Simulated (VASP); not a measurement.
# Ag (P6_3/mmc) in VASP: single point with LDA

Aim: the single point of Ag with LDA.

All numbers are computed with VASP 6.6.1; they aren't measurements. Logs are shortened: lines on timing, memory, paths and dates and some standing lists are left out, and cuts for length are marked.

## 1. The cell of the first run

It takes space group P6_3/mmc (No. 194, hexagonal). The conventional cell has a = 2.930 Å, b = 2.930 Å, c = 4.790 Å, α = 90.00°, β = 90.00°, γ = 120.00°. Within 3.9 Å of Ag (site symmetry -6m2) lie 12 Ag at 2.93 Å.

## 2. Single point, LDA

The input, INCAR:

```
SYSTEM = Ag
ALGO = Fast
EDIFF = 1E-6
ENCUT = 520
GGA = CA
ISIF = 2
ISMEAR = 1
LASPH = .True.
LCHARG = .False.
LREAL = .False.
LWAVE = .False.
NBANDS = 18
NELM = 80
PREC = Accurate
SIGMA = 0.1
```

The input, KPOINTS:

```
k-points
0
Gamma
  24 24 12
  0 0 0
```

The input, POSCAR:

```
Ag
1.0
    2.9299980804      0.0000000000      0.0000000000
   -1.4649990402      2.5374527707      0.0000000000
    0.0000000000      0.0000000000      4.7900000000
Ag
2
Direct
    0.3333333333      0.6666666667      0.2500000000
    0.6666666667      0.3333333333      0.7500000000
```

Potentials or basis: VASP PAW LDA potentials, release 64 (Ag).

Run with:

```
cat potpaw_LDA.64/Ag/POTCAR > POTCAR
mpirun -np 1 vasp_std > vasp.out
```

OUTCAR:

```text
SYSTEM = Ag
   EDIFF = 1E-6
   ENCUT = 520
   GGA = CA
   ISIF = 2
   ISMEAR = 1
   LASPH = .True.
   LREAL = .False.
   NELM = 80
   PREC = Accurate

 ion  position               nearest neighbor table
   1  0.333  0.667  0.250-   2 2.93   2 2.93   2 2.93   2 2.93   2 2.93   2 2.93
   2  0.667  0.333  0.750-   1 2.93   1 2.93   1 2.93   1 2.93   1 2.93   1 2.93

  LATTYP: Found a hexagonal cell.
 ALAT       =     2.9299980804
 C/A-ratio  =     1.6348133577

  Lattice vectors:

 A1 = (   2.9299980804,   0.0000000000,   0.0000000000)
 A2 = (  -1.4649990402,   2.5374527707,   0.0000000000)
 A3 = (   0.0000000000,   0.0000000000,   4.7900000000)

Analysis of symmetry for initial positions (statically):
=====================================================================
 Subroutine PRICEL returns:
 Original cell was already a primitive cell.

 Routine SETGRP: Setting up the symmetry group for a
 hexagonal supercell.

 Subroutine GETGRP returns: Found 24 space group operations
 (whereof 12 operations were pure point group operations)
 out of a pool of 24 trial point group operations.

The static configuration has the point symmetry D_3d.
 The point group associated with its full space group is D_6h.

Analysis of symmetry for dynamics (positions and initial velocities):
=====================================================================
 Subroutine PRICEL returns:
 Original cell was already a primitive cell.

 Routine SETGRP: Setting up the symmetry group for a
 hexagonal supercell.

 Subroutine GETGRP returns: Found 24 space group operations
 (whereof 12 operations were pure point group operations)
 out of a pool of 24 trial point group operations.

The dynamic configuration has the point symmetry D_3d.
 The point group associated with its full space group is D_6h.

 Subroutine INISYM returns: Found 24 space group operations
 (whereof 12 operations are pure point group operations),
 and found     1 'primitive' translations

----------------------------------------------------------------------------------------

                                     Primitive cell

  volume of cell :      35.6124

  direct lattice vectors                    reciprocal lattice vectors
     2.929998080  0.000000000  0.000000000     0.341297152  0.197048003  0.000000000
    -1.464999040  2.537452771  0.000000000     0.000000000  0.394096005  0.000000000
     0.000000000  0.000000000  4.790000000     0.000000000  0.000000000  0.208768267

  length of vectors
     2.929998080  2.929998080  4.790000000     0.394096005  0.394096005  0.208768267

  position of ions in fractional coordinates (direct lattice)
     0.333333333  0.666666667  0.250000000
     0.666666667  0.333333333  0.750000000

  ion indices of the primitive-cell ions
   primitive index   ion index
                 1           1
                 2           2

----------------------------------------------------------------------------------------

 KPOINTS: k-points

Automatic generation of k-mesh.
 Grid dimensions read from file:
 generate k-points for:   24   24   12

 Generating k-lattice:

  Cartesian coordinates                     Fractional coordinates (reciprocal lattice)
     0.014220715  0.008210333  0.000000000     0.041666667  0.000000000  0.000000000
     0.000000000  0.016420667  0.000000000     0.000000000  0.041666667  0.000000000
     0.000000000  0.000000000  0.017397356     0.000000000  0.000000000  0.083333333

  Length of vectors
     0.016420667  0.016420667  0.017397356

  Shift w.r.t. Gamma in fractional coordinates (k-lattice)
     0.000000000  0.000000000  0.000000000

 Subroutine IBZKPT returns following result:
 ===========================================

 Found    427 irreducible k-points:

 Following reciprocal coordinates:
            Coordinates               Weight
  0.000000  0.000000  0.000000      1.000000
  0.041667  0.000000  0.000000      6.000000
  0.083333  0.000000  0.000000      6.000000
  0.125000  0.000000  0.000000      6.000000
  0.166667  0.000000  0.000000      6.000000
  0.208333  0.000000  0.000000      6.000000
[... 16 lines left out ...]
  0.416667  0.041667  0.000000     12.000000
  0.458333  0.041667  0.000000     12.000000
 [... further k-points ...]
   k-points           NKPTS =    427   k-points in BZ     NKDIM =    427   number of bands    NBANDS=     18
   number of dos      NEDOS =    301   number of ions     NIONS =      2
   total plane-waves  NPLWV =  20736
   dimension x,y,z NGX =    24 NGY =   24 NGZ =   36
   dimension x,y,z NGXF=    48 NGYF=   48 NGZF=   72
   ions per type =               2
   NGX,Y,Z   is equivalent  to a cutoff of  13.62, 13.62, 12.49 a.u.
   NGXF,Y,Z  is equivalent  to a cutoff of  27.23, 27.23, 24.99 a.u.
 SYSTEM =  Ag
   PREC   = accura    normal or accurate (medium, high low for compatibility)
   ISTART =      0    job   : 0-new  1-cont  2-samecut
   ICHARG =      2    charge: 1-file 2-atom 10-const
   ISPIN  =      1    spin polarized calculation?
   LNONCOLLINEAR =      F non collinear calculations
   LSORBIT =      F    spin-orbit coupling
   LASPH  =      T    aspherical Exc in radial PAW
   ENCUT  =  520.0 eV  38.22 Ry    6.18 a.u.   5.45  5.45  8.91*2*pi/ulx,y,z
   NELM   =     80;   NELMIN=  2; NELMDL= -5     # of ELM steps
   EDIFF  = 0.1E-05   stopping-criterion for ELM
   LREAL  =      F    real-space projection
   EDIFFG = 0.1E-04   stopping-criterion for IOM
   NSW    =      0    number of steps for IOM
   IBRION =     -1    ionic relax: 0-MD 1-quasi-New 2-CG
   NFREE  =      0    steps in history (QN), initial steepest desc. (CG)
   ISIF   =      2    stress and relaxation
   ISYM   =      2    0-nonsym 1-usesym 2-fastsym
   POTIM  = 0.5000    time-step for ionic-motion
   TEBEG  =    0.0;   TEEND  =   0.0 temperature during run
   PSTRESS=    0.0 pullay stress
   NELECT =      22.0000    total number of electrons
   NUPDOWN=      -1.0000    fix difference up-down
   EMIN   =  10.00;   EMAX   =-10.00  energy-range for DOS
   EFERMI =   0.00;   METHOD = LEGACY
   ISMEAR =     1;   SIGMA  =   0.10  broadening in eV -4-tet -1-fermi 0-gaus
   EFERMI_NEDOS =   21; number of points for ismear=-14 and -15
   IALGO  =     68    algorithm
   IMIX   =      4    mixing-type and parameters
     AMIX     =   0.40;   BMIX     =  1.00
     AMIX_MAG =   1.60;   BMIX_MAG =  1.00
  volume/ion in A,a.u.               =      17.81       120.16
  Fermi-wavevector in a.u.,A,eV,Ry     =   1.394276  2.634800 26.449806  1.944006
  Thomas-Fermi vector in A             =   2.517841
   LORBIT       =      0    0 simple, 1 ext, 2 COOP (PROOUT), +10 PAW based schemes
   GGA     = CA    functional components
   LHFCALC =     F    Hartree Fock is set to
   AEXX    =    0.0000 exact exchange contribution
   IVDW    =     0    specifies the selected vdW correction
   LEPSILON=     F    determine dielectric tensor
   LRPA    =     F    only Hartree local field effects (RPA)
 non-spin polarized calculation
 RMM-DIIS sequential band-by-band and
 Methfessel and Paxton  Order N= 1 SIGMA  =   0.10
  energy-cutoff  :      520.00
  volume of cell :       35.61
 maximum number of plane-waves:       990
 NGX is ok and might be reduce to    24
   NGX = 11   NGY = 11   NGZ = 17

 number of electron      22.0000005 magnetization

 Free energy of the ion-electron system (eV)
  ---------------------------------------------------
  ext. energy  EPLUGINS =         0.00000000
  ---------------------------------------------------
  free energy    TOTEN  =        -7.42404087 eV

  energy without entropy =       -7.42375524  energy(sigma->0) =       -7.42394566

 E-fermi :   7.5989     XC(G=0): -12.3293

 val. band max:        7.5738582559   @ k =   0.3333   0.1667   0.3333
 cond. band min:       7.6049892293   @ k =   0.3750   0.1250   0.3333
 fundamental gap:      0.0311309734
 Fermi energy:         7.5988674247

 k-point     1 :       0.0000    0.0000    0.0000
  band No.  band energies     occupation
      1       0.0366      2.00000
      2       1.4190      2.00000
      3       2.9230      2.00000
      4       3.0186      2.00000
      5       3.0186      2.00000
      6       3.2401      2.00000
[... 10 lines left out ...]
     17      25.1936      0.00000
     18      25.2227      0.00000

 k-point     2 :       0.0417    0.0000    0.0000
  band No.  band energies     occupation
      1       0.0834      2.00000
      2       1.4466      2.00000
      3       2.8880      2.00000
      4       3.0429      2.00000
      5       3.0519      2.00000
      6       3.2303      2.00000
[... 10 lines left out ...]
     17      24.9666      0.00000
     18      25.6279      0.00000

 k-point     3 :       0.0833    0.0000    0.0000
  band No.  band energies     occupation
      1       0.2221      2.00000
      2       1.5256      2.00000
      3       2.8200      2.00000
      4       3.1134      2.00000
      5       3.1149      2.00000
      6       3.2088      2.00000
[... 10 lines left out ...]
     17      25.1030      0.00000
     18      25.9390      0.00000

 k-point     4 :       0.1250    0.0000    0.0000
  band No.  band energies     occupation
      1       0.4455      2.00000
      2       1.6423      2.00000
      3       2.7431      2.00000
      4       3.1285      2.00000
      5       3.2315      2.00000
      6       3.2485      2.00000
[... 375 lines left out ...]
      4       2.9780      2.00000
      5       3.3035      2.00000
      6       3.3306      2.00000
[... 10 lines left out ...]
     17      19.1761      0.00000
     18      23.4004      0.00000

 k-point    23 :       0.4167    0.0417    0.0000
  band No.  band energies     occupation
      1       1.5561      2.00000
      2       1.8400      2.00000
      3       1.8956      2.00000
      4       2.9470      2.00000
      5       3.2630      2.00000
      6       3.3923      2.00000
[... 10 lines left out ...]
     17      18.3592      0.00000
     18      23.1867      0.00000

 k-point    24 :       0.4583    0.0417    0.0000
  band No.  band energies     occupation
      1       1.5275      2.00000
      2       1.8314      2.00000
      3       1.8492      2.00000
      4       2.9314      2.00000
      5       3.2422      2.00000
      6       3.4248      2.00000
[... 10 lines left out ...]
     17      17.8223      0.00000
     18      23.0788      0.00000

 [... further k-points ...]

------------------------ aborting loop because EDIFF is reached ----------------------------------------

  FORCE on cell =-STRESS in cart. coord.  units (eV):
  Direction    XX          YY          ZZ          XY          YZ          ZX
  --------------------------------------------------------------------------------------
  -------------------------------------------------------------------------------------
  Total       -2.3780811     -2.3780811     -2.3089375      0.0000000      0.0000000      0.0000000
  in kB     -106.9883352   -106.9883352   -103.8776073      0.0000000      0.0000000      0.0000000
  external PRESSURE =    -105.9514259 kB  Pullay stress =       0.0000000 kB

 VOLUME and BASIS-vectors are now :
 -----------------------------------------------------------------------------
  energy-cutoff  :      520.00
  volume of cell :       35.61
      direct lattice vectors                 reciprocal lattice vectors
     2.929998080  0.000000000  0.000000000     0.341297152  0.197048003  0.000000000
    -1.464999040  2.537452771  0.000000000     0.000000000  0.394096005  0.000000000
     0.000000000  0.000000000  4.790000000     0.000000000  0.000000000  0.208768267

 POSITION                                       TOTAL-FORCE (eV/Angst)
 -----------------------------------------------------------------------------------
     -0.00000      1.69164      1.19750         0.000000     -0.000000      0.000000
      1.46500      0.84582      3.59250        -0.000000      0.000000      0.000000
 -----------------------------------------------------------------------------------
    total drift:                               -0.000000      0.000000     -0.000000

  FREE ENERGIE OF THE ION-ELECTRON SYSTEM (eV)
  ---------------------------------------------------
  free  energy   TOTEN  =        -7.4240408670 eV

  energy  without entropy=       -7.4237552447  energy(sigma->0) =       -7.42394566
```

It took 2.7 min on 1 thread of AMD EPYC 7R13 (Zen 3), shared host; peak memory 0.29 GiB.

What came out:

| Property | Result |
| --- | --- |
| Free energy | -7.4240 eV |
| Pressure | -10.6 GPa |
| Band gap on the k mesh | zero (band 11 reaches 11.50 eV, above the bottom of band 12 at 4.23 eV) |
